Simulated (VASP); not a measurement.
# Zn2Pb3 (P4/mmm) in VASP: further runs

Zn2Pb3 is run at these levels: PBE; tasks: single point, relaxation of cell and atoms.

Everything below comes from runs of VASP 6.6.1. Logs are shortened: lines on timing, memory, paths and dates and some standing lists are left out, and cuts for length are marked.

## 1. The cell of the first run

It takes space group P4/mmm (No. 123, tetragonal). The conventional cell has a = 6.272 Å, b = 6.272 Å, c = 5.335 Å, α = 90.00°, β = 90.00°, γ = 90.00°. Zn (site symmetry 4/mmm) has 4 Pb at 3.14 Å within 4.1 Å. Zn (site symmetry 4/mmm) has 2 Pb at 2.67 Å within 3.5 Å. Within 4.2 Å of Pb (site symmetry mmm) lie 6 Zn at 3.14 to 4.12 Å and 2 Pb at 3.14 Å. Pb (site symmetry 4/mmm) has 2 Zn at 2.67 Å and 4 Pb at 3.14 Å within 3.5 Å.

The cell was generated, and may not be a known phase.

## 2. Single point, PBE

INCAR

```
SYSTEM = Zn2Pb3
PREC = Accurate
ENCUT = 520
EDIFF = 1E-6
ISMEAR = 0
SIGMA = 0.2
LREAL = .False.
LASPH = .True.
NELM = 80
ALGO = Normal
ISIF = 2
LWAVE = .False.
LCHARG = .True.
GGA = PE
LELF = .True.
LVHAR = .True.
NBANDS = 41
```

KPOINTS

```
Automatic mesh
0
Gamma
  3 3 4
  0 0 0
```

POSCAR

```
Zn2Pb3
1.0
    6.2718741868      0.0000000000      0.0000000000
    0.0000000000      6.2718741868      0.0000000000
    0.0000000000      0.0000000000      5.3353492143
Zn Pb
2 3
Direct
    0.0000000000      0.0000000000      0.0000000000
    0.5000000000      0.5000000000      0.5000000000
    0.0000000000      0.5000000000      0.0000000000
    0.5000000000      0.0000000000      0.0000000000
    0.5000000000      0.5000000000      0.0000000000
```

Potentials or basis: VASP PAW PBE potentials, release 64 (Zn, Pb_d).

On the command line:

```sh
cat potpaw_PBE.64/Zn/POTCAR potpaw_PBE.64/Pb_d/POTCAR > POTCAR
mpirun -np 1 vasp_std > vasp.out
```

OUTCAR:

```text
SYSTEM = Zn2Pb3
   PREC = Accurate
   ENCUT = 520
   EDIFF = 1E-6
   ISMEAR = 0
   LREAL = .False.
   LASPH = .True.
   NELM = 80
   ISIF = 2
   GGA = PE

 ion  position               nearest neighbor table
   1  0.000  0.000  0.000-   3 3.14   4 3.14   3 3.14   4 3.14
   2  0.500  0.500  0.500-   5 2.67   5 2.67
   3  0.000  0.500  0.000-   1 3.14   5 3.14   1 3.14   5 3.14
   4  0.500  0.000  0.000-   1 3.14   5 3.14   5 3.14   1 3.14
   5  0.500  0.500  0.000-   2 2.67   2 2.67   4 3.14   3 3.14   4 3.14   3 3.14

  LATTYP: Found a simple tetragonal cell.
 ALAT       =     6.2718741868
 C/A-ratio  =     0.8506786098

  Lattice vectors:

 A1 = (   6.2718741868,   0.0000000000,   0.0000000000)
 A2 = (   0.0000000000,   6.2718741868,   0.0000000000)
 A3 = (   0.0000000000,   0.0000000000,   5.3353492143)

Analysis of symmetry for initial positions (statically):
=====================================================================
 Subroutine PRICEL returns:
 Original cell was already a primitive cell.

 Routine SETGRP: Setting up the symmetry group for a
 simple tetragonal supercell.

 Subroutine GETGRP returns: Found 16 space group operations
 (whereof 16 operations were pure point group operations)
 out of a pool of 16 trial point group operations.

The static configuration has the point symmetry D_4h.

Analysis of symmetry for dynamics (positions and initial velocities):
=====================================================================
 Subroutine PRICEL returns:
 Original cell was already a primitive cell.

 Routine SETGRP: Setting up the symmetry group for a
 simple tetragonal supercell.

 Subroutine GETGRP returns: Found 16 space group operations
 (whereof 16 operations were pure point group operations)
 out of a pool of 16 trial point group operations.

The dynamic configuration has the point symmetry D_4h.

 Subroutine INISYM returns: Found 16 space group operations
 (whereof 16 operations are pure point group operations),
 and found     1 'primitive' translations

----------------------------------------------------------------------------------------

                                     Primitive cell

  volume of cell :     209.8735

  direct lattice vectors                    reciprocal lattice vectors
     6.271874187  0.000000000  0.000000000     0.159441974  0.000000000  0.000000000
[... 76 lines left out ...]
   EDIFF  = 0.1E-05   stopping-criterion for ELM
   LREAL  =      F    real-space projection
   EDIFFG = 0.1E-04   stopping-criterion for IOM
   NSW    =      0    number of steps for IOM
   IBRION =     -1    ionic relax: 0-MD 1-quasi-New 2-CG
   NFREE  =      0    steps in history (QN), initial steepest desc. (CG)
   ISIF   =      2    stress and relaxation
   ISYM   =      2    0-nonsym 1-usesym 2-fastsym
   POTIM  = 0.5000    time-step for ionic-motion
   TEBEG  =    0.0;   TEEND  =   0.0 temperature during run
   PSTRESS=    0.0 pullay stress
   NELECT =      66.0000    total number of electrons
   NUPDOWN=      -1.0000    fix difference up-down
   EMIN   =  10.00;   EMAX   =-10.00  energy-range for DOS
   EFERMI =   0.00;   METHOD = LEGACY
   ISMEAR =     0;   SIGMA  =   0.20  broadening in eV -4-tet -1-fermi 0-gaus
   EFERMI_NEDOS =   21; number of points for ismear=-14 and -15
   IALGO  =     38    algorithm
   IMIX   =      4    mixing-type and parameters
     AMIX     =   0.40;   BMIX     =  1.00
     AMIX_MAG =   1.60;   BMIX_MAG =  1.00
  volume/ion in A,a.u.               =      41.97       283.26
  Fermi-wavevector in a.u.,A,eV,Ry     =   1.113278  2.103790 16.862897  1.239388
  Thomas-Fermi vector in A             =   2.249861
   LORBIT       =      0    0 simple, 1 ext, 2 COOP (PROOUT), +10 PAW based schemes
   GGA     = PE    functional components
   LHFCALC =     F    Hartree Fock is set to
   AEXX    =    0.0000 exact exchange contribution
   IVDW    =     0    specifies the selected vdW correction
   LEPSILON=     F    determine dielectric tensor
   LRPA    =     F    only Hartree local field effects (RPA)
 non-spin polarized calculation
 Gauss-broadening in eV      SIGMA  =   0.20
  energy-cutoff  :      520.00
  volume of cell :      209.87
 maximum number of plane-waves:      5668
 NGX is ok and might be reduce to    48
   NGX = 23   NGY = 23   NGZ = 19

 number of electron      66.0000004 magnetization

 Free energy of the ion-electron system (eV)
  ---------------------------------------------------
  ext. energy  EPLUGINS =         0.00000000
  ---------------------------------------------------
  free energy    TOTEN  =        -9.72724334 eV

  energy without entropy =       -9.62376058  energy(sigma->0) =       -9.67550196

 E-fermi :   1.7376     XC(G=0):  -7.7063

 val. band max:        1.7199662801   @ k =   0.3333   0.0000   0.2500
 cond. band min:       1.7929087287   @ k =   0.0000   0.0000   0.5000
 fundamental gap:      0.0729424486
 Fermi energy:         1.7375870758

 k-point     1 :       0.0000    0.0000    0.0000
  band No.  band energies     occupation
      1     -15.3481      2.00000
      2     -15.2842      2.00000
      3     -15.1797      2.00000
      4     -15.1797      2.00000
      5     -15.1636      2.00000
      6     -15.1612      2.00000
[... 385 lines left out ...]
     40       5.9139      0.00000
     41       5.9985      0.00000

------------------------ aborting loop because EDIFF is reached ----------------------------------------

  FORCE on cell =-STRESS in cart. coord.  units (eV):
  Direction    XX          YY          ZZ          XY          YZ          ZX
  --------------------------------------------------------------------------------------
  -------------------------------------------------------------------------------------
  Total        0.2402327      0.2402327      0.4320596      0.0000000     -0.0000000      0.0000000
  in kB        1.8339401      1.8339401      3.2983495      0.0000000     -0.0000000      0.0000000
  external PRESSURE =       2.3220766 kB  Pullay stress =       0.0000000 kB

 VOLUME and BASIS-vectors are now :
 -----------------------------------------------------------------------------
  energy-cutoff  :      520.00
  volume of cell :      209.87
      direct lattice vectors                 reciprocal lattice vectors
     6.271874187  0.000000000  0.000000000     0.159441974  0.000000000  0.000000000
     0.000000000  6.271874187  0.000000000     0.000000000  0.159441974  0.000000000
     0.000000000  0.000000000  5.335349214     0.000000000  0.000000000  0.187429156

 POSITION                                       TOTAL-FORCE (eV/Angst)
 -----------------------------------------------------------------------------------
      0.00000      0.00000      0.00000         0.000000      0.000000      0.000000
      3.13594      3.13594      2.66767         0.000000      0.000000      0.000000
      0.00000      3.13594      0.00000         0.000000      0.000000      0.000000
      3.13594      0.00000      0.00000         0.000000      0.000000      0.000000
      3.13594      3.13594      0.00000         0.000000      0.000000      0.000000
 -----------------------------------------------------------------------------------
    total drift:                                0.000000      0.000000      0.000000

  FREE ENERGIE OF THE ION-ELECTRON SYSTEM (eV)
  ---------------------------------------------------
  free  energy   TOTEN  =        -9.7272433420 eV

  energy  without entropy=       -9.6237605829  energy(sigma->0) =       -9.67550196
```

OSZICAR:

```text
N       E                     dE             d eps       ncg     rms          rms(c)
DAV:   1     0.654454605477E+03    0.65445E+03   -0.31518E+04   738   0.178E+03
DAV:   2     0.540532324039E+02   -0.60040E+03   -0.58926E+03   738   0.459E+02
DAV:   3    -0.731552643746E+01   -0.61369E+02   -0.60197E+02   863   0.175E+02
DAV:   4    -0.100927137450E+02   -0.27772E+01   -0.27646E+01   795   0.432E+01
DAV:   5    -0.102067852154E+02   -0.11407E+00   -0.11405E+00  1058   0.798E+00    0.292E+00
DAV:   6    -0.975208369853E+01    0.45470E+00   -0.89262E-01  1048   0.137E+01    0.163E+00
DAV:   7    -0.972979966826E+01    0.22284E-01   -0.25834E-01   904   0.354E+00    0.576E-01
DAV:   8    -0.972675269706E+01    0.30470E-02   -0.25913E-02   890   0.209E+00    0.309E-01
DAV:   9    -0.972707018255E+01   -0.31749E-03   -0.74370E-03   917   0.705E-01    0.110E-01
DAV:  10    -0.972721633419E+01   -0.14615E-03   -0.26538E-03   865   0.885E-01    0.432E-02
DAV:  11    -0.972722488824E+01   -0.85541E-05   -0.45417E-04   809   0.313E-01    0.176E-02
DAV:  12    -0.972723071501E+01   -0.58268E-05   -0.90548E-05   983   0.107E-01    0.869E-03
DAV:  13    -0.972724286382E+01   -0.12149E-04   -0.30113E-05   924   0.397E-02    0.459E-03
DAV:  14    -0.972724334202E+01   -0.47821E-06   -0.55262E-06   793   0.368E-02
   1 F= -.97272433E+01 E0= -.96755020E+01  d E =-.103483E+00
```

stdout:

```text
POSCAR found type information on POSCAR ZnPb
 POSCAR found :  2 types and       5 ions
 scaLAPACK will be used
 LDA part: xc-table for (Slater+PW92), standard interpolation
 POSCAR, INCAR and KPOINTS ok, starting setup
 FFT: planning ... GRIDC
 FFT: planning ... GRID_SOFT
 FFT: planning ... GRID
 WAVECAR not read
 entering main loop
```

Wall time 41 s (1 thread of Intel Xeon 6975P-C (Granite Rapids), shared host); peak memory 0.3 GiB.

What came out:

```yaml
Free_energy: -9.7272 eV
Pressure: 0.2 GPa
Band_gap_on_the_k_mesh: zero (bands 33 and 34 overlap by 0.65 eV)
```

Levels at points of the mesh, in eV from the Fermi level:
```tsv
k point	band 30	band 31	band 32	band 33	band 34	band 35	band 36	band 37
(0.00, 0.00, 0.00)	-2.74	-1.67	-1.44	-0.71	0.09	0.09	1.55	1.62
(0.00, 0.00, 0.50)	-2.43	-2.43	-1.19	0.06	0.26	0.26	0.55	2.23
```

Caveat: spin-orbit coupling is left out, which moves the levels of the heavy elements.

[end of part 1 of 2]

The gap in the log of VASP goes by the Fermi energy; the results here count the filled bands.